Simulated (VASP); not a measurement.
Write the native input for VASP 6.6.1 that does the following.

| Item | Value |
| --- | --- |
| Task | single point |
| Functional | RPBE |
| Potentials or basis | VASP PAW PBE potentials, release 64 (Al, P) |
| Cutoff | 500 eV |
| k mesh | 8 × 8 × 8 |
| Occupations | gaussian, width 0.05 eV |
| Spin | no spin polarisation |
| Dipole correction | no |
| Further INCAR settings | ALGO = Normal; EDIFF = 1e-06; NBANDS = 11 |

The structure of AlP lies in POSCAR:

```
AlP
1.0
    0.0000000000      2.7534436058      2.7534436058
    2.7534436058      0.0000000000      2.7534436058
    2.7534436058      2.7534436058      0.0000000000
Al P
1 1
Direct
    0.0000000000      0.0000000000      0.0000000000
    0.7500000000      0.7500000000      0.7500000000
```

This cell differs from its parent crystal: volume scaled by 0.98.

One way to write it, as run:

INCAR

```
ALGO = Normal
EDIFF = 1E-6
ENCUT = 500
GGA = RP
GGA_COMPAT = False
ISIF = 2
ISMEAR = 0
LASPH = True
LCHARG = True
LELF = True
LREAL = False
LVHAR = True
LWAVE = False
NBANDS = 11
NELM = 120
PREC = Accurate
SIGMA = 0.05
```

KPOINTS

```
k-points
0
Gamma
  8 8 8
```

Potentials or basis: VASP PAW PBE potentials, release 64 (Al, P).

Command:

```bash
$ cat potpaw_PBE.64/Al/POTCAR potpaw_PBE.64/P/POTCAR > POTCAR
$ mpirun -np 1 vasp_std > vasp.out
```

It gave:

The pressure is 1.4 GPa and the band gap on the k mesh is 1.71 eV, indirect (least direct gap 3.23 eV).

Caveat: the PAW data sets were made with another functional, which shifts forces and pressure a little.

Run time: 15 s on 1 thread of Intel(R) Xeon(R) Platinum 8488C (Sapphire Rapids), with other jobs on the host, peak memory 0.15 GiB.
